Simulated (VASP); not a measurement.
**Cr: single point with BLYP**

Crystal: Cr.

```xyz
1
Lattice="2.3660 0.0000 0.0000 0.0000 2.3660 0.0000 0.0000 0.0000 2.3660" Properties=species:S:1:pos:R:3 pbc="T T T"
Cr    0.0000    0.0000    0.0000
```

```
Program             : VASP 6.6.1
Task                : single point
Functional          : BLYP
Potentials or basis : VASP PAW PBE potentials, release 64 (Cr_pv)
Cutoff              : 520 eV
k mesh              : 15 × 15 × 15
Occupations         : fermi-dirac, width 0.05 eV
Spin                : collinear spin, ferromagnetic start
Starting moments    : [1.5] μB
```

- Pressure: 0.9 GPa
- Band gap on the k mesh: zero (filled and empty bands overlap)
- Net moment: 0.00 μB per cell
- Valence electrons inside the program's atomic spheres: Cr 11.04

Levels at points of the mesh, in eV from the Fermi level:
Spin up:
| k point | band 4 | band 5 | band 6 | band 7 | band 8 | band 9 |
| --- | --- | --- | --- | --- | --- | --- |
| (0.00, 0.00, 0.00) | -6.97 | -3.05 | -3.05 | 2.39 | 2.39 | 2.39 |
Spin down:
| k point | band 4 | band 5 | band 6 | band 7 | band 8 | band 9 |
| --- | --- | --- | --- | --- | --- | --- |
| (0.00, 0.00, 0.00) | -6.97 | -3.05 | -3.05 | 2.39 | 2.39 | 2.39 |

Wall time 20 s on 1 thread of Intel(R) Xeon(R) 6975P-C (Granite Rapids), with other jobs on the host, peak memory 0.15 GiB.

Caveat: the starting moments collapsed, and a magnetic state may lie lower; the PAW data sets were made with another functional, which shifts forces and pressure a little.
